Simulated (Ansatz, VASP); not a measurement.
Two plane-wave programs on Zr3Nb

Contents of INCAR:

```
PREC     = Accurate       # precision mode
ENCUT    = 500            # plane-wave cutoff, eV
EDIFF    = 1E-7           # SCF threshold, eV
ISMEAR   = 0              # smearing method
SIGMA    = 0.1            # smearing width, eV
LREAL    = F              # projectors in reciprocal space
LASPH    = T              # aspherical terms in the spheres
NELM     = 120            # most SCF steps
ALGO     = Normal         # electronic algorithm
ISIF     = 3              # what is computed and relaxed
LWAVE    = F              # write WAVECAR
LCHARG   = F              # write CHGCAR
GGA      = PE             # functional
IBRION   = 2              # ionic algorithm
NSW      = 100            # ionic steps
EDIFFG   = -0.01          # ionic threshold
GGA_COMPAT= F            
NELMIN   = 4
```

Contents of KPOINTS:

```
regular mesh
0
Gamma
  8 8 8
```

Contents of POSCAR:

```
Zr3Nb
1.0
    5.5724999814      0.0000000000      0.0000000000
    0.0000000000      5.5724999814      0.0000000000
    0.0000000000      0.0000000000      5.5724999814
Zr Nb
6 2
Direct
    0.0000000000      0.5000000000      0.2500000000
    0.0000000000      0.5000000000      0.7500000000
    0.2500000000      0.0000000000      0.5000000000
    0.7500000000      0.0000000000      0.5000000000
    0.5000000000      0.7500000000      0.0000000000
    0.5000000000      0.2500000000      0.0000000000
    0.0000000000      0.0000000000      0.0000000000
    0.5000000000      0.5000000000      0.5000000000
```

Input for Ansatz:

```yaml
crystal:
  lattice:
    - [5.5724999814, 0.0, 0.0]
    - [0.0, 5.5724999814, 0.0]
    - [0.0, 0.0, 5.5724999814]
  atoms:
    - { symbol: Zr, position: [0.0, 0.5, 0.25] }
    - { symbol: Zr, position: [0.0, 0.5, 0.75] }
    - { symbol: Zr, position: [0.25, 0.0, 0.5] }
    - { symbol: Zr, position: [0.75, 0.0, 0.5] }
    - { symbol: Zr, position: [0.5, 0.75, 0.0] }
    - { symbol: Zr, position: [0.5, 0.25, 0.0] }
    - { symbol: Nb, position: [0.0, 0.0, 0.0] }
    - { symbol: Nb, position: [0.5, 0.5, 0.5] }
basis:
  ecutwfc: 420
kpoints:
  mp_grid: { grid: [8, 8, 8] }
hamiltonian:
  xc: pbe
scf:
  occupations: { method: gaussian, width: 0.1 }
output:
  forces: true
  stress: true
  eigenvalues: true
relax:
  adjacent_minimum: "off"
  f_tol: 0.01
  max_steps: 80
  cell: { stress_tol: 0.05 }
```

Alike in both runs: task relaxation of cell and atoms; functional PBE; k mesh 8 × 8 × 8; occupations gaussian, width 0.1 eV; no spin polarisation.

|  | VASP | Ansatz |
| --- | --- | --- |
| version | VASP 6.6.1 | Ansatz 0.2.0 |
| potentials or method | VASP PAW PBE potentials, release 64 (Zr_sv, Nb_sv), cutoff 500 eV | scalar-relativistic, plane waves, PAW |
| valence electrons in the cell | 98 | 98 |

|  | VASP | Ansatz | Ansatz less VASP |
| --- | --- | --- | --- |
| gap on the k mesh at the Fermi level, each at its own relaxed structure (eV) | none | none | - |
| relaxed volume (Å³/atom) | 21.69 | 21.69 | 0.000 |
| relaxed cell length with the largest relative difference (Å) | 5.578 | 5.578 | 0.0000 |

A gap of «none» marks a metal or a gap that the smearing closes.
